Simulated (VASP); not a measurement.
# Au (Im-3m) in VASP: single point with PBE

Aim: the single point of Au with PBE.

Program: VASP 6.6.1. These are calculated values, not measurements. Logs are shortened: lines on timing, memory, paths and dates and some standing lists are left out, and cuts for length are marked.

## (1) The cell of the first run

The structure is cubic, space group Im-3m (No. 229). The conventional cell has a = 3.315 Å, b = 3.315 Å, c = 3.315 Å, α = 90.00°, β = 90.00°, γ = 90.00°. Within 3.8 Å of Au (site symmetry m-3m) lie 14 Au at 2.87 to 3.31 Å.

## (2) Single point, PBE

INCAR reads:

```
SYSTEM = Au
ALGO     = Normal         ! electronic algorithm
EDIFF    = 1E-6           ! SCF threshold, eV
ENCUT    = 500            ! plane-wave cutoff, eV
GGA      = PE             ! functional
GGA_COMPAT= .False.      
ISIF     = 2              ! what is computed and relaxed
ISMEAR   = -1             ! smearing method
LASPH    = .True.         ! aspherical terms in the spheres
LCHARG   = .True.         ! write CHGCAR
LELF     = .True.         ! ELF
LREAL    = .False.        ! projectors in reciprocal space
LVHAR    = .True.       
LWAVE    = .False.        ! write WAVECAR
NBANDS   = 12             ! bands
NELM     = 120            ! most SCF steps
PREC     = Accurate       ! precision mode
SIGMA    = 0.15           ! smearing width, eV
```

KPOINTS reads:

```
k-points
0
Gamma
  10 10 10
  0 0 0
```

POSCAR reads:

```
Au
1.0
   -1.6572700000      1.6572700000      1.6572700000
    1.6572700000     -1.6572700000      1.6572700000
    1.6572700000      1.6572700000     -1.6572700000
Au
1
Direct
    0.0000000000      0.0000000000      0.0000000000
```

Potentials or basis: VASP PAW PBE potentials, release 64 (Au).

Run with:

```bash
cat potpaw_PBE.64/Au/POTCAR > POTCAR
mpirun -np 1 vasp_std > vasp.out
```

OUTCAR:

```text
SYSTEM = Au
   EDIFF = 1E-6
   ENCUT = 500
   GGA = PE
   ISIF = 2
   ISMEAR = -1
   LASPH = .True.
   LREAL = .False.
   NELM = 120
   PREC = Accurate

 ion  position               nearest neighbor table
   1  0.000  0.000  0.000-

  LATTYP: Found a body centered cubic cell.
 ALAT       =     3.3145400000

  Lattice vectors:

 A1 = (  -1.6572700000,   1.6572700000,   1.6572700000)
 A2 = (   1.6572700000,  -1.6572700000,   1.6572700000)
 A3 = (   1.6572700000,   1.6572700000,  -1.6572700000)

Analysis of symmetry for initial positions (statically):
=====================================================================
 Subroutine PRICEL returns:
 Original cell was already a primitive cell.

 Routine SETGRP: Setting up the symmetry group for a
 body centered cubic supercell.

 Subroutine GETGRP returns: Found 48 space group operations
 (whereof 48 operations were pure point group operations)
 out of a pool of 48 trial point group operations.

The static configuration has the point symmetry O_h .

Analysis of symmetry for dynamics (positions and initial velocities):
=====================================================================
 Subroutine PRICEL returns:
 Original cell was already a primitive cell.

 Routine SETGRP: Setting up the symmetry group for a
 body centered cubic supercell.

 Subroutine GETGRP returns: Found 48 space group operations
 (whereof 48 operations were pure point group operations)
 out of a pool of 48 trial point group operations.

The dynamic configuration has the point symmetry O_h .

 Subroutine INISYM returns: Found 48 space group operations
 (whereof 48 operations are pure point group operations),
 and found     1 'primitive' translations

----------------------------------------------------------------------------------------

                                     Primitive cell

  volume of cell :      18.2071

  direct lattice vectors                    reciprocal lattice vectors
    -1.657270000  1.657270000  1.657270000     0.000000000  0.301700990  0.301700990
     1.657270000 -1.657270000  1.657270000     0.301700990  0.000000000  0.301700990
     1.657270000  1.657270000 -1.657270000     0.301700990  0.301700990  0.000000000

  length of vectors
     2.870475842  2.870475842  2.870475842     0.426669632  0.426669632  0.426669632

  position of ions in fractional coordinates (direct lattice)
     0.000000000  0.000000000  0.000000000

  ion indices of the primitive-cell ions
   primitive index   ion index
                 1           1

----------------------------------------------------------------------------------------

 KPOINTS: k-points

Automatic generation of k-mesh.
 Grid dimensions read from file:
 generate k-points for:   10   10   10

 Generating k-lattice:

  Cartesian coordinates                     Fractional coordinates (reciprocal lattice)
     0.000000000  0.030170099  0.030170099     0.100000000  0.000000000  0.000000000
     0.030170099  0.000000000  0.030170099     0.000000000  0.100000000  0.000000000
     0.030170099  0.030170099  0.000000000     0.000000000  0.000000000  0.100000000

  Length of vectors
     0.042666963  0.042666963  0.042666963

  Shift w.r.t. Gamma in fractional coordinates (k-lattice)
     0.000000000  0.000000000  0.000000000

 Subroutine IBZKPT returns following result:
 ===========================================

 Found     47 irreducible k-points:

 Following reciprocal coordinates:
            Coordinates               Weight
  0.000000  0.000000  0.000000      1.000000
  0.100000  0.000000  0.000000     12.000000
  0.200000  0.000000  0.000000     12.000000
  0.300000  0.000000  0.000000     12.000000
  0.400000  0.000000  0.000000     12.000000
  0.500000  0.000000  0.000000      6.000000
[... 16 lines left out ...]
  0.300000  0.300000  0.100000      8.000000
 -0.300000  0.300000  0.100000     24.000000
 [... further k-points ...]
   k-points           NKPTS =     47   k-points in BZ     NKDIM =     47   number of bands    NBANDS=     12
   number of dos      NEDOS =    301   number of ions     NIONS =      1
   total plane-waves  NPLWV =  13824
   dimension x,y,z NGX =    24 NGY =   24 NGZ =   24
   dimension x,y,z NGXF=    48 NGYF=   48 NGZF=   48
   ions per type =               1
   NGX,Y,Z   is equivalent  to a cutoff of  13.90, 13.90, 13.90 a.u.
   NGXF,Y,Z  is equivalent  to a cutoff of  27.80, 27.80, 27.80 a.u.
 SYSTEM =  Au
   PREC   = accura    normal or accurate (medium, high low for compatibility)
   ISTART =      0    job   : 0-new  1-cont  2-samecut
   ICHARG =      2    charge: 1-file 2-atom 10-const
   ISPIN  =      1    spin polarized calculation?
   LNONCOLLINEAR =      F non collinear calculations
   LSORBIT =      F    spin-orbit coupling
   LASPH  =      T    aspherical Exc in radial PAW
   ENCUT  =  500.0 eV  36.75 Ry    6.06 a.u.   5.23  5.23  5.23*2*pi/ulx,y,z
   NELM   =    120;   NELMIN=  2; NELMDL= -5     # of ELM steps
   EDIFF  = 0.1E-05   stopping-criterion for ELM
   LREAL  =      F    real-space projection
   EDIFFG = 0.1E-04   stopping-criterion for IOM
   NSW    =      0    number of steps for IOM
   IBRION =     -1    ionic relax: 0-MD 1-quasi-New 2-CG
   NFREE  =      0    steps in history (QN), initial steepest desc. (CG)
   ISIF   =      2    stress and relaxation
   ISYM   =      2    0-nonsym 1-usesym 2-fastsym
   POTIM  = 0.5000    time-step for ionic-motion
   TEBEG  =    0.0;   TEEND  =   0.0 temperature during run
   PSTRESS=    0.0 pullay stress
   NELECT =      11.0000    total number of electrons
   NUPDOWN=      -1.0000    fix difference up-down
   EMIN   =  10.00;   EMAX   =-10.00  energy-range for DOS
   EFERMI =   0.00;   METHOD = LEGACY
   ISMEAR =    -1;   SIGMA  =   0.15  broadening in eV -4-tet -1-fermi 0-gaus
   EFERMI_NEDOS =   21; number of points for ismear=-14 and -15
   IALGO  =     38    algorithm
   IMIX   =      4    mixing-type and parameters
     AMIX     =   0.40;   BMIX     =  1.00
     AMIX_MAG =   1.60;   BMIX_MAG =  1.00
  volume/ion in A,a.u.               =      18.21       122.87
  Fermi-wavevector in a.u.,A,eV,Ry     =   1.383967  2.615319 26.060125  1.915365
  Thomas-Fermi vector in A             =   2.508516
   LORBIT       =      0    0 simple, 1 ext, 2 COOP (PROOUT), +10 PAW based schemes
   GGA     = PE    functional components
   LHFCALC =     F    Hartree Fock is set to
   AEXX    =    0.0000 exact exchange contribution
   IVDW    =     0    specifies the selected vdW correction
   LEPSILON=     F    determine dielectric tensor
   LRPA    =     F    only Hartree local field effects (RPA)
 non-spin polarized calculation
  energy-cutoff  :      500.00
  volume of cell :       18.21
 maximum number of plane-waves:       476
 NGX is ok and might be reduce to    24
   NGX = 11   NGY = 11   NGZ = 11

 number of electron      10.9999998 magnetization

 Free energy of the ion-electron system (eV)
  ---------------------------------------------------
  ext. energy  EPLUGINS =         0.00000000
  ---------------------------------------------------
  free energy    TOTEN  =        -3.20075138 eV

  energy without entropy =       -3.16979529  energy(sigma->0) =       -3.18527334

 E-fermi :   8.5045     XC(G=0): -12.3270

 val. band max:        8.3567194476   @ k =  -0.4000   0.4000   0.2000
 cond. band min:       8.5514304831   @ k =   0.4000   0.1000   0.0000
 fundamental gap:      0.1947110355
 Fermi energy:         8.5045209486

 k-point     1 :       0.0000    0.0000    0.0000
  band No.  band energies     occupation
      1      -0.7559      2.00000
      2       3.8825      2.00000
      3       3.8825      2.00000
      4       3.8825      2.00000
      5       5.6204      2.00000
      6       5.6204      2.00000
      7      24.9116      0.00000
      8      24.9116      0.00000
      9      24.9116      0.00000
     10      31.5668      0.00000
     11      31.5668      0.00000
     12      31.5668      0.00000

 k-point     2 :       0.1000    0.0000    0.0000
  band No.  band energies     occupation
      1      -0.4118      2.00000
      2       3.7803      2.00000
      3       3.8922      2.00000
      4       4.1168      2.00000
      5       5.5068      2.00000
      6       5.6281      2.00000
      7      24.6587      0.00000
      8      24.9187      0.00000
      9      25.3299      0.00000
     10      29.0027      0.00000
     11      29.3992      0.00000
     12      30.3469      0.00000

 k-point     3 :       0.2000    0.0000    0.0000
  band No.  band energies     occupation
      1       0.5158      2.00000
      2       3.5230      2.00000
      3       3.9330      2.00000
      4       4.7757      2.00000
      5       5.3458      2.00000
      6       5.6565      2.00000
      7      22.1174      0.00000
      8      24.0405      0.00000
      9      26.4645      0.00000
     10      27.6771      0.00000
     11      27.7518      0.00000
     12      28.9591      0.00000

 k-point     4 :       0.3000    0.0000    0.0000
  band No.  band energies     occupation
      1       1.4860      2.00000
      2       3.2231      2.00000
      3       4.4400      2.00000
      4       5.3823      2.00000
      5       5.7082      2.00000
      6       5.7090      2.00000
      7      17.9794      0.00000
      8      22.4102      0.00000
      9      24.8531      0.00000
     10      27.9598      0.00000
     11      28.2600      0.00000
     12      30.7462      0.00000

 k-point     5 :       0.4000    0.0000    0.0000
  band No.  band energies     occupation
      1       1.7541      2.00000
      2       2.9933      2.00000
      3       5.3927      2.00000
      4       5.7666      2.00000
      5       6.3527      2.00000
      6       6.6020      1.99999
      7      14.0103      0.00000
      8      21.1900      0.00000
      9      22.6998      0.00000
     10      28.9372      0.00000
     11      29.2522      0.00000
     12      31.6947      0.00000
[... 228 lines left out ...]
      1       2.6879      2.00000
      2       3.1771      2.00000
      3       4.3035      2.00000
      4       5.6842      2.00000
      5       5.8257      2.00000
      6      10.5451      0.00000
      7      12.8943      0.00000
      8      16.7493      0.00000
      9      19.5197      0.00000
     10      30.2027      0.00000
     11      32.0451      0.00000
     12      34.2280      0.00000

 k-point    22 :      -0.2000    0.2000    0.1000
  band No.  band energies     occupation
      1       0.8402      2.00000
      2       3.7411      2.00000
      3       3.9774      2.00000
      4       4.7170      2.00000
      5       4.9453      2.00000
      6       5.8658      2.00000
      7      22.2646      0.00000
      8      23.7416      0.00000
      9      25.4567      0.00000
     10      26.8488      0.00000
     11      28.6580      0.00000
     12      28.6633      0.00000

 k-point    23 :       0.3000    0.3000    0.1000
  band No.  band energies     occupation
      1       2.7477      2.00000
      2       3.7713      2.00000
      3       3.7713      2.00000
      4       5.7896      2.00000
      5       5.7896      2.00000
      6      11.2811      0.00000
      7      14.0409      0.00000
      8      14.0409      0.00000
      9      19.3644      0.00000
     10      31.1616      0.00000
     11      31.1616      0.00000
     12      36.3631      0.00000

 k-point    24 :      -0.3000    0.3000    0.1000
  band No.  band energies     occupation
      1       1.7907      2.00000
      2       3.4616      2.00000
      3       4.1732      2.00000
      4       5.1064      2.00000
      5       5.6548      2.00000
      6       6.0484      2.00000
      7      18.1864      0.00000
      8      22.4201      0.00000
      9      23.6925      0.00000
     10      27.9418      0.00000
     11      29.2387      0.00000
     12      29.2680      0.00000

 [... further k-points ...]
[... 5 lines left out ...]
  --------------------------------------------------------------------------------------
  -------------------------------------------------------------------------------------
  Total       -0.1741343     -0.1741343     -0.1741343     -0.0000000     -0.0000000      0.0000000
  in kB      -15.3233996    -15.3233996    -15.3233996     -0.0000000     -0.0000000      0.0000000
  external PRESSURE =     -15.3233996 kB  Pullay stress =       0.0000000 kB

 VOLUME and BASIS-vectors are now :
 -----------------------------------------------------------------------------
  energy-cutoff  :      500.00
  volume of cell :       18.21
      direct lattice vectors                 reciprocal lattice vectors
    -1.657270000  1.657270000  1.657270000     0.000000000  0.301700990  0.301700990
     1.657270000 -1.657270000  1.657270000     0.301700990  0.000000000  0.301700990
     1.657270000  1.657270000 -1.657270000     0.301700990  0.301700990  0.000000000

 POSITION                                       TOTAL-FORCE (eV/Angst)
 -----------------------------------------------------------------------------------
      0.00000      0.00000      0.00000         0.000000      0.000000     -0.000000
 -----------------------------------------------------------------------------------
    total drift:                               -0.000000      0.000000     -0.000000

  FREE ENERGIE OF THE ION-ELECTRON SYSTEM (eV)
  ---------------------------------------------------
  free  energy   TOTEN  =        -3.2007513842 eV

  energy  without entropy=       -3.1697952897  energy(sigma->0) =       -3.18527334
```

Wall time 13 s (1 thread of Intel Xeon 8259CL, shared host); peak memory 0.14 GiB.

What came out:

- Free energy: -3.2008 eV
- Pressure: -1.5 GPa

Caveat: spin-orbit coupling is left out, which moves the levels of the heavy elements.
